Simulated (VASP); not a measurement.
Runs of VASP 6.6.1 on NbSi. The structure is that of space group Pm-3m (No. 221), or close to it. The cells are those of the table. 

```csv
task,level,cell,k mesh,cutoff (eV),share of exact exchange,screening parameter,gap on the mesh (eV),pressure (GPa),relaxed volume (Å³/atom)
single point,PBEsol-based screened hybrid with 25 % exact exchange,"a = 3.132 Å, 2 atoms",4 × 4 × 4,520,0.25,0.207 1/Å,none,-0.4,-
relaxation of cell and atoms,PBEsol-based screened hybrid with 25 % exact exchange,"relaxed from a = 3.156 Å, 2 atoms",4 × 4 × 4,600,0.25,0.207 1/Å,none,0.0,(b)
single point,PBE-based global hybrid with 10 % exact exchange,"a = 3.156 Å, 2 atoms",5 × 5 × 5,400,0.1,-,none,-3.3,-
single point,PBE-based global hybrid with 15 % exact exchange,"a = 3.156 Å, 2 atoms",5 × 5 × 5,400,0.15,-,none,-4.2,-
single point,r2SCANh,"a = 3.156 Å, 2 atoms",4 × 4 × 4,520,0.1,-,none,-0.9,-
single point,HF,"a = 3.156 Å, 2 atoms",4 × 4 × 4,520,1,-,none,6.0,-
single point,PBE-based global hybrid with 50 % exact exchange,"a = 3.156 Å, 2 atoms",5 × 5 × 5,400,0.5,-,none,(a),-
relaxation of cell and atoms,HF,"relaxed from a = 3.156 Å, 2 atoms",4 × 4 × 4,600,1,-,none,-0.1,16.22
single point,HF,"a = 3.200 Å, 2 atoms",4 × 4 × 4,520,1,-,none,-1.8,-
single point,PBE-based global hybrid with 25 % exact exchange,"a = 3.156 Å, 2 atoms",5 × 5 × 5,400,0.25,-,none,-5.8,-
single point,PBE-based global hybrid with 35 % exact exchange,"a = 3.156 Å, 2 atoms",5 × 5 × 5,400,0.35,-,none,-7.4,-
single point,r2SCAN50,"a = 3.156 Å, 2 atoms",4 × 4 × 4,520,0.5,-,none,-6.3,-
```

Alike in all rows: potentials or basis VASP PAW PBE potentials, release 64 (Nb_sv, Si); no spin polarisation; smearing fermi-dirac 0.05 eV.

Estimate the missing entries.

(a) -9.7; (b) 15.34.

Caveats: all runs use coarse meshes; the PAW data sets were made with another functional, which shifts forces and pressure a little.

A k mesh can miss the band edges, and the runs leave out spin-orbit coupling on Nb.

A gap of «none» marks levels without a gap at the run's occupations.
